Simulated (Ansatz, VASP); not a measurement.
**One calculation of Zn, two programs**

```
Zn
1.0
     2.45161    0.00000    0.00000
    -1.22581    2.12316    0.00000
     0.00000    0.00000    4.55096
Zn
2
Direct
  0.33333 0.66667 0.25000
  0.66667 0.33333 0.75000
```

Change from the starting cell: strain -0.080 along x and y, -0.080 along z, atoms carried along.

Alike in both runs: task single point; functional PBE; k mesh 24 × 24 × 10; occupations gaussian, width 0.15 eV; no spin polarisation.

```csv
,VASP,Ansatz
version,VASP 6.6.1,Ansatz 0.2.0
potentials or method,"VASP PAW PBE potentials, release 64 (Zn), cutoff 520 eV","scalar-relativistic, plane waves, PAW"
valence electrons in the cell,24,24
```

VASP gave:

| Property | Result |
| --- | --- |
| gap on the k mesh at the Fermi level (eV) | none |
| pressure (GPa) | 35.3 |
| traceless stress, the component that is largest in VASP (GPa) | -7.78 |

Question: Estimate Ansatz's values.

Answer: gap on the k mesh at the Fermi level (eV): none; pressure (GPa): 34.5; traceless stress, the component that is largest in VASP (GPa): -7.51.

A gap of «none» marks a metal or a gap that the smearing closes. Both programs put the cell under a high pressure, so it lies far from rest at this level.
